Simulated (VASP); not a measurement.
A run of VASP 6.6.1 is set up as follows.

The input INCAR:

```
SYSTEM = TiAl3
PREC = Accurate ; ENCUT = 520
EDIFF = 1E-7 ; ISMEAR = -1
SIGMA = 0.05 ; LREAL = .FALSE.
LASPH = .TRUE. ; NELM = 80
ALGO = Normal ; ISIF = 2
LWAVE = .FALSE. ; LCHARG = .TRUE.
GGA = PE ; LELF = .TRUE.
LVHAR = .TRUE. ; NBANDS = 18
```

File KPOINTS:

```
regular mesh
0
G
  9 6 6
  0 0 0
```

File POSCAR:

```
TiAl3
1.0
    2.8584833560      0.0000000000      0.0000000000
    0.0000000000      4.7122666518      0.0000000000
    0.0000000000      0.0000000000      4.9331981909
Ti Al
1 3
Direct
    0.0000000000      0.5000000000      0.1659160000
    0.0000000000      0.0000000000      0.8359000000
    0.5000000000      0.0000000000      0.3309120000
    0.5000000000      0.5000000000      0.6672710000
```

Potentials or basis: VASP PAW PBE potentials, release 64 (Ti_sv, Al).

Launch:

```sh
$ cat potpaw_PBE.64/Ti_sv/POTCAR potpaw_PBE.64/Al/POTCAR > POTCAR
$ mpirun -np 1 vasp_std > vasp.out
```

What does it give for the band gap on the k mesh?

Zero (an odd number of electrons rules out a gap without spin polarisation).

What does it give for the largest force?

0.047 eV/Å.

Estimate the pressure.

-1.9 GPa.

Stress tensor (GPa, compression positive):
```
-3.87  0.00  0.00
 0.00 -0.75  0.00
 0.00  0.00 -1.12
```
